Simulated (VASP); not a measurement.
# Sc (I4_1/amd) in VASP: a series of runs

The runs below take Sc through single point, relaxation of shape and atoms at fixed volume, with PBE.

All numbers are computed with VASP 6.6.1; they aren't measurements. Logs are shortened: lines on timing, memory, paths and dates and some standing lists are left out, and cuts for length are marked.

### Step 1. The cell of the first run

The structure is tetragonal, space group I4_1/amd (No. 141). Conventional cell: a = 5.644 Å, b = 5.644 Å, c = 3.109 Å, α = 90.00°, β = 90.00°, γ = 90.00°. Sc (site symmetry -4m2) has 10 Sc at 2.93 to 3.66 Å within 3.9 Å.

### Step 2. Single point, PBE

INCAR

```
PREC = Accurate ; ENCUT = 520
EDIFF = 1E-6 ; ISMEAR = -1
SIGMA = 0.08 ; LREAL = F
LASPH = T ; NELM = 60
ALGO = Normal ; ISIF = 2
LWAVE = F ; LCHARG = T
GGA = PE ; LELF = T
LVHAR = T ; NBANDS = 18
```

KPOINTS

```
Automatic mesh
0
Gamma
  14 14 14
```

POSCAR

```
Sc
1.0
   -2.8222155172      2.8222155172      1.5544685757
    2.8222155172     -2.8222155172      1.5544685757
    2.8222155172      2.8222155172     -1.5544685757
Sc
2
Direct
   -0.3750000000     -0.1250000000     -0.2500000000
    0.3750000000      0.1250000000      0.2500000000
```

Potentials or basis: VASP PAW PBE potentials, release 64 (Sc_sv).

Command:

```
$ cat potpaw_PBE.64/Sc_sv/POTCAR > POTCAR
$ mpirun -np 1 vasp_std > vasp.out
```

OUTCAR:

```text
PREC = Accurate
   ENCUT = 520
   EDIFF = 1E-6
   ISMEAR = -1
   LREAL = F
   LASPH = T
   NELM = 60
   ISIF = 2
   GGA = PE

 ion  position               nearest neighbor table
   1  0.625  0.875  0.750-   2 2.93   2 2.93   2 2.93   2 2.93
   2  0.375  0.125  0.250-   1 2.93   1 2.93   1 2.93   1 2.93

  LATTYP: Found a body centered tetragonal cell.
 ALAT       =     5.6444310344
 C/A-ratio  =     0.5507972606

  Lattice vectors:

 A1 = (  -2.8222155172,   2.8222155172,   1.5544685757)
 A2 = (   2.8222155172,  -2.8222155172,   1.5544685757)
 A3 = (   2.8222155172,   2.8222155172,  -1.5544685757)

Analysis of symmetry for initial positions (statically):
=====================================================================
 Subroutine PRICEL returns:
 Original cell was already a primitive cell.

 Routine SETGRP: Setting up the symmetry group for a
 body centered tetragonal supercell.

 Subroutine GETGRP returns: Found 16 space group operations
 (whereof  4 operations were pure point group operations)
 out of a pool of 16 trial point group operations.

The static configuration has the point symmetry C_2h.
 The point group associated with its full space group is D_4h.

Analysis of symmetry for dynamics (positions and initial velocities):
=====================================================================
 Subroutine PRICEL returns:
 Original cell was already a primitive cell.

 Routine SETGRP: Setting up the symmetry group for a
 body centered tetragonal supercell.

 Subroutine GETGRP returns: Found 16 space group operations
 (whereof  4 operations were pure point group operations)
 out of a pool of 16 trial point group operations.

The dynamic configuration has the point symmetry C_2h.
 The point group associated with its full space group is D_4h.

 Subroutine INISYM returns: Found 16 space group operations
 (whereof  4 operations are pure point group operations),
 and found     1 'primitive' translations

----------------------------------------------------------------------------------------

                                     Primitive cell

  volume of cell :      49.5247

  direct lattice vectors                    reciprocal lattice vectors
    -2.822215517  2.822215517  1.554468576     0.000000000  0.177165775  0.321653334
     2.822215517 -2.822215517  1.554468576     0.177165775  0.000000000  0.321653334
     2.822215517  2.822215517 -1.554468576     0.177165775  0.177165775  0.000000000

  length of vectors
     4.283243328  4.283243328  4.283243328     0.367217346  0.367217346  0.250550242

  position of ions in fractional coordinates (direct lattice)
     0.625000000  0.875000000  0.750000000
     0.375000000  0.125000000  0.250000000

  ion indices of the primitive-cell ions
   primitive index   ion index
                 1           1
                 2           2

----------------------------------------------------------------------------------------

 KPOINTS: Automatic mesh

Automatic generation of k-mesh.
 Grid dimensions read from file:
 generate k-points for:   14   14   14

 Generating k-lattice:

  Cartesian coordinates                     Fractional coordinates (reciprocal lattice)
     0.000000000  0.012654698  0.022975238     0.071428571 -0.000000000  0.000000000
     0.012654698  0.000000000  0.022975238    -0.000000000  0.071428571  0.000000000
     0.012654698  0.012654698  0.000000000     0.000000000  0.000000000  0.071428571

  Length of vectors
     0.026229810  0.026229810  0.017896446

  Shift w.r.t. Gamma in fractional coordinates (k-lattice)
     0.000000000  0.000000000  0.000000000

 Subroutine IBZKPT returns following result:
 ===========================================

 Found    244 irreducible k-points:

 Following reciprocal coordinates:
            Coordinates               Weight
  0.000000  0.000000  0.000000      1.000000
  0.071429  0.000000  0.000000      8.000000
  0.142857 -0.000000  0.000000      8.000000
  0.214286  0.000000  0.000000      8.000000
  0.285714  0.000000  0.000000      8.000000
  0.357143 -0.000000  0.000000      8.000000
[... 16 lines left out ...]
  0.214286  0.142857  0.000000     16.000000
  0.285714  0.142857  0.000000     16.000000
 [... further k-points ...]
   k-points           NKPTS =    244   k-points in BZ     NKDIM =    244   number of bands    NBANDS=     18
   number of dos      NEDOS =    301   number of ions     NIONS =      2
   total plane-waves  NPLWV =  32768
   dimension x,y,z NGX =    32 NGY =   32 NGZ =   32
   dimension x,y,z NGXF=    64 NGYF=   64 NGZF=   64
   ions per type =               2
   NGX,Y,Z   is equivalent  to a cutoff of  12.42, 12.42, 12.42 a.u.
   NGXF,Y,Z  is equivalent  to a cutoff of  24.84, 24.84, 24.84 a.u.
 SYSTEM =  unknown system
   PREC   = accura    normal or accurate (medium, high low for compatibility)
   ISTART =      0    job   : 0-new  1-cont  2-samecut
   ICHARG =      2    charge: 1-file 2-atom 10-const
   ISPIN  =      1    spin polarized calculation?
   LNONCOLLINEAR =      F non collinear calculations
   LSORBIT =      F    spin-orbit coupling
   LASPH  =      T    aspherical Exc in radial PAW
   ENCUT  =  520.0 eV  38.22 Ry    6.18 a.u.   7.96  7.96  7.96*2*pi/ulx,y,z
   NELM   =     60;   NELMIN=  2; NELMDL= -5     # of ELM steps
   EDIFF  = 0.1E-05   stopping-criterion for ELM
   LREAL  =      F    real-space projection
[... 7 lines left out ...]
   TEBEG  =    0.0;   TEEND  =   0.0 temperature during run
   PSTRESS=    0.0 pullay stress
   NELECT =      22.0000    total number of electrons
   NUPDOWN=      -1.0000    fix difference up-down
   EMIN   =  10.00;   EMAX   =-10.00  energy-range for DOS
   EFERMI =   0.00;   METHOD = LEGACY
   ISMEAR =    -1;   SIGMA  =   0.08  broadening in eV -4-tet -1-fermi 0-gaus
   EFERMI_NEDOS =   21; number of points for ismear=-14 and -15
   IALGO  =     38    algorithm
   IMIX   =      4    mixing-type and parameters
     AMIX     =   0.40;   BMIX     =  1.00
     AMIX_MAG =   1.60;   BMIX_MAG =  1.00
  volume/ion in A,a.u.               =      24.76       167.10
  Fermi-wavevector in a.u.,A,eV,Ry     =   1.249132  2.360517 21.229585  1.560330
  Thomas-Fermi vector in A             =   2.383187
   LORBIT       =      0    0 simple, 1 ext, 2 COOP (PROOUT), +10 PAW based schemes
   GGA     = PE    functional components
   LHFCALC =     F    Hartree Fock is set to
   AEXX    =    0.0000 exact exchange contribution
   IVDW    =     0    specifies the selected vdW correction
   LEPSILON=     F    determine dielectric tensor
   LRPA    =     F    only Hartree local field effects (RPA)
 non-spin polarized calculation
  energy-cutoff  :      520.00
  volume of cell :       49.52
 maximum number of plane-waves:      1358
   NGX = 15   NGY = 15   NGZ = 15

 number of electron      22.0000003 magnetization

 Free energy of the ion-electron system (eV)
  ---------------------------------------------------
  ext. energy  EPLUGINS =         0.00000000
  ---------------------------------------------------
  free energy    TOTEN  =       -11.71711643 eV

  energy without entropy =      -11.62774905  energy(sigma->0) =      -11.67243274

 E-fermi :   3.6580     XC(G=0):  -9.8338

 val. band max:        3.6575139795   @ k =  -0.0714  -0.1429   0.0714
 cond. band min:       3.6595240337   @ k =  -0.4286   0.4286   0.4286
 fundamental gap:      0.0020100542
 Fermi energy:         3.6580378633

 k-point     1 :       0.0000    0.0000    0.0000
  band No.  band energies     occupation
      1     -45.9906      2.00000
      2     -45.8423      2.00000
      3     -24.8253      2.00000
      4     -24.8253      2.00000
      5     -24.3577      2.00000
      6     -24.3577      2.00000
[... 10 lines left out ...]
     17       6.3846      0.00000
     18       7.5835      0.00000

 k-point     2 :       0.0714    0.0000    0.0000
  band No.  band energies     occupation
      1     -45.9872      2.00000
      2     -45.8422      2.00000
      3     -24.8239      2.00000
      4     -24.8170      2.00000
      5     -24.3715      2.00000
      6     -24.3565      2.00000
[... 10 lines left out ...]
     17       6.5129      0.00000
     18       7.7849      0.00000

 k-point     3 :       0.1429   -0.0000    0.0000
  band No.  band energies     occupation
      1     -45.9777      2.00000
      2     -45.8419      2.00000
      3     -24.8201      2.00000
      4     -24.7938      2.00000
      5     -24.4152      2.00000
      6     -24.3849      2.00000
[... 10 lines left out ...]
     17       6.3755      0.00000
     18       7.5009      0.00000

 k-point     4 :       0.2143    0.0000    0.0000
  band No.  band energies     occupation
      1     -45.9635      2.00000
      2     -45.8419      2.00000
      3     -24.8144      2.00000
      4     -24.7613      2.00000
      5     -24.4836      2.00000
      6     -24.4462      2.00000
[... 10 lines left out ...]
     17       6.1297      0.00000
     18       7.3218      0.00000

 k-point     5 :       0.2857    0.0000    0.0000
  band No.  band energies     occupation
      1     -45.9468      2.00000
      2     -45.8428      2.00000
      3     -24.8080      2.00000
      4     -24.7301      2.00000
      5     -24.5605      2.00000
      6     -24.5047      2.00000
[... 10 lines left out ...]
     17       6.1090      0.00000
     18       7.1182      0.00000

 k-point     6 :       0.3571   -0.0000    0.0000
  band No.  band energies     occupation
      1     -45.9306      2.00000
      2     -45.8447      2.00000
      3     -24.8022      2.00000
      4     -24.7176      2.00000
      5     -24.6263      2.00000
      6     -24.5386      2.00000
[... 307 lines left out ...]
 k-point    21 :      -0.0714    0.0714    0.0000
  band No.  band energies     occupation
      1     -45.9887      2.00000
      2     -45.8441      2.00000
      3     -24.8205      2.00000
      4     -24.8203      2.00000
      5     -24.3724      2.00000
      6     -24.3647      2.00000
[... 10 lines left out ...]
     17       6.4129      0.00000
     18       7.5604      0.00000

 k-point    22 :       0.1429    0.1429    0.0000
  band No.  band energies     occupation
      1     -45.9523      2.00000
      2     -45.8374      2.00000
      3     -24.7850      2.00000
      4     -24.7794      2.00000
      5     -24.5314      2.00000
      6     -24.5231      2.00000
[... 10 lines left out ...]
     17       6.0703      0.00000
     18       7.2704      0.00000

 k-point    23 :       0.2143    0.1429    0.0000
  band No.  band energies     occupation
      1     -45.9370      2.00000
      2     -45.8384      2.00000
      3     -24.7841      2.00000
      4     -24.7588      2.00000
      5     -24.5941      2.00000
      6     -24.5773      2.00000
[... 10 lines left out ...]
     17       6.6862      0.00000
     18       7.0806      0.00000

 k-point    24 :       0.2857    0.1429    0.0000
  band No.  band energies     occupation
      1     -45.9232      2.00000
      2     -45.8423      2.00000
      3     -24.7905      2.00000
      4     -24.7464      2.00000
      5     -24.6411      2.00000
      6     -24.5943      2.00000
[... 10 lines left out ...]
     17       6.8336      0.00000
     18       7.4436      0.00000

 [... further k-points ...]

------------------------ aborting loop because EDIFF is reached ----------------------------------------

  FORCE on cell =-STRESS in cart. coord.  units (eV):
  Direction    XX          YY          ZZ          XY          YZ          ZX
  --------------------------------------------------------------------------------------
  -------------------------------------------------------------------------------------
  Total        0.0051583      0.0051583      0.0181545     -0.0000000     -0.0000000      0.0000000
  in kB        0.1668773      0.1668773      0.5873163     -0.0000000     -0.0000000      0.0000000
  external PRESSURE =       0.3070237 kB  Pullay stress =       0.0000000 kB

 VOLUME and BASIS-vectors are now :
 -----------------------------------------------------------------------------
  energy-cutoff  :      520.00
  volume of cell :       49.52
      direct lattice vectors                 reciprocal lattice vectors
    -2.822215517  2.822215517  1.554468576     0.000000000  0.177165775  0.321653334
     2.822215517 -2.822215517  1.554468576     0.177165775  0.000000000  0.321653334
     2.822215517  2.822215517 -1.554468576     0.177165775  0.177165775  0.000000000

 POSITION                                       TOTAL-FORCE (eV/Angst)
 -----------------------------------------------------------------------------------
      2.82222      1.41111      1.16585         0.000000      0.000000      0.000000
      0.00000      1.41111      0.38862        -0.000000     -0.000000     -0.000000
 -----------------------------------------------------------------------------------
    total drift:                                0.000000     -0.000000      0.000000

  FREE ENERGIE OF THE ION-ELECTRON SYSTEM (eV)
  ---------------------------------------------------
  free  energy   TOTEN  =       -11.7171164304 eV

  energy  without entropy=      -11.6277490457  energy(sigma->0) =      -11.67243274
```

Run time: 5.4 min. Hardware: 1 thread of Intel Xeon 8259CL, shared host; peak memory 0.31 GiB.

Results:

- Free energy: -11.7171 eV
- Pressure: 0.0 GPa
- Band gap on the k mesh: zero (bands 11 and 12 overlap by 0.88 eV)

Levels at points of the mesh, in eV from the Fermi level:
```
           k point  band 7  band 8  band 9  band 10  band 11  band 12  band 13  band 14  band 15  band 16
(0.00, 0.00, 0.00)  -27.99  -27.98   -5.03    -1.60    -0.09     0.08     0.79     2.70     2.70     2.73
(0.50, 0.00, 0.00)  -28.14  -27.99   -1.56    -1.08    -0.53     0.39     0.77     1.56     1.64     2.74
(0.50, 0.50, 0.00)  -27.96  -27.96   -2.64    -2.64     0.22     0.22     0.92     0.92     2.05     2.05
(0.50, 0.50, 0.50)  -27.96  -27.96   -1.60    -1.60    -0.15    -0.15     0.72     0.72     2.39     2.39
```

### Step 3. Single point, PBE (24.76 Å³/atom)

INCAR

```
SYSTEM = Sc
PREC = Accurate ; ENCUT = 520
EDIFF = 1E-7 ; ISMEAR = -1
SIGMA = 0.08 ; LREAL = .FALSE.
LASPH = .TRUE. ; NELM = 100
ALGO = Normal ; ISIF = 2
LWAVE = .FALSE. ; LCHARG = .TRUE.
GGA = PE ; LELF = .TRUE.
LVHAR = .TRUE. ; NBANDS = 18
```

KPOINTS

```
Automatic mesh
0
G
  14 14 14
  0 0 0
```

POSCAR is that of step 2.

Potentials or basis: VASP PAW PBE potentials, release 64 (Sc_sv).

Command:

```
$ cat potpaw_PBE.64/Sc_sv/POTCAR > POTCAR
$ mpirun -np 1 vasp_std > vasp.out
```

It took 5.7 min on 1 thread of Intel Xeon 8259CL, shared host; peak memory 0.31 GiB.

Results (log left out):

| Quantity | Value |
| --- | --- |
| Free energy | -11.7171 eV |
| Pressure | 0.0 GPa |
| Band gap on the k mesh | zero (bands 11 and 12 overlap by 0.88 eV) |

Levels at points of the mesh, in eV from the Fermi level:
```
           k point  band 9  band 10  band 11  band 12  band 13  band 14
(0.00, 0.00, 0.00)   -5.03    -1.60    -0.09     0.08     0.79     2.70
(0.50, 0.00, 0.00)   -1.56    -1.08    -0.53     0.39     0.77     1.56
(0.50, 0.50, 0.00)   -2.64    -2.64     0.22     0.22     0.92     0.92
(0.50, 0.50, 0.50)   -1.60    -1.60    -0.15    -0.15     0.72     0.72
```

### Step 4. Relaxation of shape and atoms at fixed volume, PBE

This run uses another cell than the first one, of 9.90 Å³/atom.

INCAR

```
ALGO = Normal
EDIFF = 1E-6
EDIFFG = -0.005
ENCUT = 600
GGA = PE
IBRION = 2
ISIF = 4
ISMEAR = -1
LASPH = True
LCHARG = False
LREAL = False
LWAVE = False
NELM = 100
NSW = 50
PREC = Accurate
SIGMA = 0.08
```

KPOINTS

```
k-points
0
Gamma
  14 14 14
```

POSCAR

```
Sc
1.0
   -2.0794261722      2.0794261722      1.1453422393
    2.0794261722     -2.0794261722      1.1453422393
    2.0794261722      2.0794261722     -1.1453422393
Sc
2
Direct
   -0.3750000000     -0.1250000000     -0.2500000000
    0.3750000000      0.1250000000      0.2500000000
```

Command:

```
$ cat potpaw_PBE.64/Sc_sv/POTCAR > POTCAR
$ mpirun -np 1 vasp_std > vasp.out
```

It took 6.8 min on 1 thread of Intel Xeon 8259CL, shared host; peak memory 0.22 GiB.

It converged, with:

* Free energy: -3.6067 eV
* Energy gained by relaxing: 139.8 meV/atom
* Ionic steps: 4
* Pressure after relaxing: 172.4 GPa
* Band gap on the k mesh: zero (bands 11 and 12 overlap by 3.46 eV)

Stress tensor (GPa, compression positive):
```
172.32   0.00   0.00
  0.00 172.32   0.00
  0.00   0.00 172.42
```

The path:
```tsv
step	energy change (eV)	largest force (eV/Å)	pressure (GPa)	volume (Å³)
1	0.0000	0.0000	176.59	19.81
2	-0.2792	0.0000	172.30	19.81
3	-0.2795	0.0000	172.35	19.81
4	-0.2795	0.0000	172.35	19.81
```

Final structure:
```xyz
2
Lattice="-1.9917 1.9917 1.2485 1.9917 -1.9917 1.2485 1.9917 1.9917 -1.2485" Properties=species:S:1:pos:R:3 pbc="T T T"
Sc    1.9917    0.9958    0.9364
Sc    0.0000    0.9958    0.3121
```

Levels at points of the mesh, in eV from the Fermi level:
| k point | band 8 | band 9 | band 10 | band 11 | band 12 | band 13 | band 14 | band 15 |
| --- | --- | --- | --- | --- | --- | --- | --- | --- |
| (0.00, 0.00, 0.00) | -24.39 | -6.04 | -4.00 | -0.97 | -0.17 | 1.86 | 3.75 | 3.75 |
| (0.50, 0.00, 0.00) | -24.39 | -3.99 | -3.04 | -0.88 | 1.53 | 2.71 | 4.95 | 5.38 |
| (0.50, 0.50, 0.00) | -24.97 | -2.80 | -2.80 | 0.37 | 0.37 | 2.39 | 2.39 | 6.17 |
| (0.50, 0.50, 0.50) | -23.53 | -1.72 | -1.72 | 2.37 | 2.37 | 3.84 | 3.84 | 4.89 |

Caveat: atoms lie so close that the PAW spheres overlap strongly, which falsifies energies and pressures.

(Part 1 of 2 ends here.)

The gap in the log of VASP goes by the Fermi energy; the results here count the filled bands.